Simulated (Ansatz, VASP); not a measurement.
MgI2: VASP beside Ansatz

```
I Mg
1.0
     4.16742    0.00000    0.00000
    -2.08371    3.60909    0.00000
     0.00000    0.00000    6.92556
I Mg
2 1
Direct
  0.66667 0.33333 0.75000
  0.33333 0.66667 0.25000
  0.00000 0.00000 0.00000
```

Change from the starting cell: volume scaled by 1.02.

Alike in both runs: task single point; functional PBEsol; k mesh 8 × 8 × 4; occupations fermi-dirac, width 0.05 eV; no spin polarisation.

```csv
,VASP,Ansatz
version,VASP 6.6.1,Ansatz 0.2.0
potentials or method,"VASP PAW PBE potentials, release 64 (I, Mg), cutoff 520 eV","all-electron LAPW, scalar-relativistic"
```

Ansatz gave:

```
gap on the k mesh at the Fermi level (eV)                     : 3.41
least direct gap on the mesh (eV)                             : 3.44
pressure (GPa)                                                : -1.3
traceless stress, the component that is largest in VASP (GPa) : -0.28
rms of the force components (eV/Å)                            : 0.177
```

**Question.** Which values does VASP return?

**Answer.** gap on the k mesh at the Fermi level (eV): 3.40; least direct gap on the mesh (eV): 3.43; pressure (GPa): -1.4; traceless stress, the component that is largest in VASP (GPa): -0.28; rms of the force components (eV/Å): 0.179.

VASP's potentials were made for PBE, not for PBEsol. Atom by atom the forces differ by 0.002 eV/Å (rms over components). Ansatz ran all-electron here, and VASP with PAW potentials.

Neither program's run includes spin-orbit coupling.
